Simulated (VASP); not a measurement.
Input of a VASP 6.6.1 run:

INCAR

```
SYSTEM = CoO
PREC = Accurate
ENCUT = 520
EDIFF = 1E-7
ISMEAR = 0
SIGMA = 0.05
LREAL = .False.
LASPH = .True.
NELM = 150
ALGO = Normal
ISIF = 2
LWAVE = .False.
LCHARG = .False.
ISPIN = 2
MAGMOM = 2.82 -2.82 0 0
LORBIT = 11
LMAXMIX = 4
LDAU = .True.
LDAUTYPE = 2
LDAUL = 2 -1
LDAUU = 3.3 0
LDAUJ = 0 0
LDAUPRINT = 1
GGA = PE
NBANDS = 27
```

File KPOINTS:

```
regular mesh
0
Gamma
  10 10 10
  0 0 0
```

The input POSCAR:

```
CoO
1.0
   -2.1591311734     -2.1591311734      4.3485576334
   -4.3485576334     -2.1591311734      2.1591311734
   -2.1591311734     -4.3485576334      2.1591311734
Co O
2 2
Direct
    0.0000000000      0.0000000000      0.0000000000
    0.5000000000      0.5000000000      0.5000000000
    1.2499999996     -0.7500000004     -0.7500000004
    1.7500000004     -0.2499999996     -0.2499999996
```

Potentials or basis: VASP PAW PBE potentials, release 64 (Co, O).

Command:

```bash
$ cat potpaw_PBE.64/Co/POTCAR potpaw_PBE.64/O/POTCAR > POTCAR
$ mpirun -np 1 vasp_std > vasp.out
```

Problem. What does it give for the site moments?

Solution. Co +2.67, -2.67; O +0.00 μB.

Problem. Estimate the pressure.

Solution. -12.0 GPa.

Eigenvalues of the final occupation matrices:
```csv
site,spin,trace,eigenvalues
site 1 d,1,4.89,0.97 0.97 0.97 1.00 1.00
site 1 d,2,2.23,0.14 0.14 0.50 0.50 0.95
site 2 d,1,2.23,0.14 0.14 0.50 0.50 0.95
site 2 d,2,4.89,0.97 0.97 0.97 1.00 1.00
```

 The state reached can hang on the start; a lower one may exist.
